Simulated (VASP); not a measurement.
Set up this calculation in VASP 6.6.1, as the native input.

| Quantity | Value |
| --- | --- |
| Task | single point |
| Functional | PBE |
| Potentials or basis | VASP PAW PBE potentials, release 64 (N, B) |
| Cutoff | 520 eV |
| k mesh | 8 × 8 × 8 |
| Occupations | fermi-dirac, width 0.04 eV |
| Spin | no spin polarisation |
| Dipole correction | no |
| Further INCAR settings | ALGO = Normal; EDIFF = 1e-07; NBANDS = 11 |

The structure of BN lies in POSCAR:

```
BN
1.0
    0.0000000000      3.4953158300      2.1660912400
    1.2516321000      0.0000000000      2.1660912400
    1.2516321000      3.4953158300      0.0000000000
N B
1 1
Direct
    0.6666513400      0.6666513400      0.3333486600
    0.0000486500      0.0000486500      0.9999513500
```

One way to write it, as run:

INCAR

```
SYSTEM = BN
  ALGO = Normal
  EDIFF = 1E-7
  ENCUT = 520
  GGA = PE
  ISIF = 2
  ISMEAR = -1
  LASPH = .TRUE.
  LCHARG = .FALSE.
  LREAL = .FALSE.
  LWAVE = .FALSE.
  NBANDS = 11
  NELM = 100
  PREC = Accurate
  SIGMA = 0.04
```

KPOINTS

```
k-points
0
G
  8 8 8
  0 0 0
```

Potentials or basis: VASP PAW PBE potentials, release 64 (N, B).

The run is started by

```bash
$ cat potpaw_PBE.64/N/POTCAR potpaw_PBE.64/B/POTCAR > POTCAR
$ mpirun -np 1 vasp_std > vasp.out
```

Results of the run:

```json
{
  "Pressure": "3.3 GPa",
  "Largest force": "0.010 eV/Å",
  "Band gap on the k mesh": "3.82 eV, indirect (least direct gap 4.80 eV)"
}
```

It took 24 s on 1 thread of Intel(R) Xeon(R) Platinum 8259CL CPU @ 2.50GHz (Skylake/Cascade Lake), with other jobs on the host, peak memory 0.15 GiB.
